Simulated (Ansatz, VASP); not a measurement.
## One calculation of Ba3P5, two programs

```
Ba P
1.0
     6.28475    0.00000    0.00000
     0.00000    6.28475    0.00000
     0.00000    0.00000    6.28475
Ba P
3 5
Direct
  0.00000 0.50000 0.50000
  0.50000 0.00000 0.50000
  0.50000 0.50000 0.00000
  0.50000 0.50000 0.50000
  0.50000 0.00000 0.00000
  0.00000 0.50000 0.00000
  0.00000 0.00000 0.50000
  0.00000 0.00000 0.00000
```

Alike in both runs: functional PBE; k mesh 4 × 4 × 4; occupations gaussian, width 0.1 eV; no spin polarisation.

Ansatz relaxed the structure, and its values are those at the end. VASP's run is a single point on that final structure, the one shown.

```csv
,VASP,Ansatz
version,VASP 6.6.1,Ansatz 0.2.0
potentials or method,"VASP PAW PBE potentials, release 64 (Ba_sv, P), cutoff 520 eV","scalar-relativistic, plane waves, PAW"
valence electrons in the cell,55,55
```

|  | VASP | Ansatz | Ansatz less VASP |
| --- | --- | --- | --- |
| gap on the k mesh at the Fermi level (eV) | none | none | - |
| pressure (GPa) | 0.4 | -0.1 | -0.48 |

A gap of «none» marks a metal or a gap that the smearing closes. The functional is the same, so the differences come from potentials, cutoffs and numerics.

Spin-orbit coupling is off throughout.
